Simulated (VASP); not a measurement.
Ga: single point with PBE

The system is Ga.

```
Ga
1.0
     2.27029   -3.84771    0.00000
     2.27029    3.84771    0.00000
     0.00000    0.00000    4.54661
Ga
4
Direct
  0.15250 0.84750 0.07850
  0.65250 0.34750 0.42150
  0.84750 0.15250 0.92150
  0.34750 0.65250 0.57850
```

This cell differs from its parent crystal: volume scaled by 1.02.

- Program: VASP 6.6.1
- Task: single point
- Functional: PBE
- Potentials or basis: VASP PAW PBE potentials, release 64 (Ga_d)
- Cutoff: 520 eV
- k mesh: 9 × 9 × 8
- Occupations: fermi-dirac, width 0.05 eV
- Spin: no spin polarisation

```
Pressure               : 1.3 GPa
Largest force          : 0.425 eV/Å
Band gap on the k mesh : zero (band 26 reaches 5.34 eV, above the bottom of band 27 at 4.08 eV)
```

Forces on the atoms (eV/Å):
```
Ga   0.000 -0.410  0.111
Ga   0.000 -0.410 -0.111
Ga   0.000  0.410 -0.111
Ga   0.000  0.410  0.111
```

Stress tensor (GPa, compression positive):
```
0.66 0.00 0.00
0.00 2.70 0.00
0.00 0.00 0.46
```

Levels at points of the mesh, in eV from the Fermi level:
```tsv
k point	band 22	band 23	band 24	band 25	band 26	band 27	band 28	band 29	band 30	band 31
(0.00, 0.00, 0.00)	-4.34	-3.63	-1.72	-1.53	-0.86	0.92	0.92	0.97	5.03	5.39
(0.00, 0.00, 0.50)	-9.10	-0.24	-0.24	-0.04	-0.04	0.14	0.14	2.12	2.12	3.73
```

It took 2.6 min on 1 thread of Intel(R) Xeon(R) 6975P-C (Granite Rapids), on a shared host, peak memory 0.37 GiB.
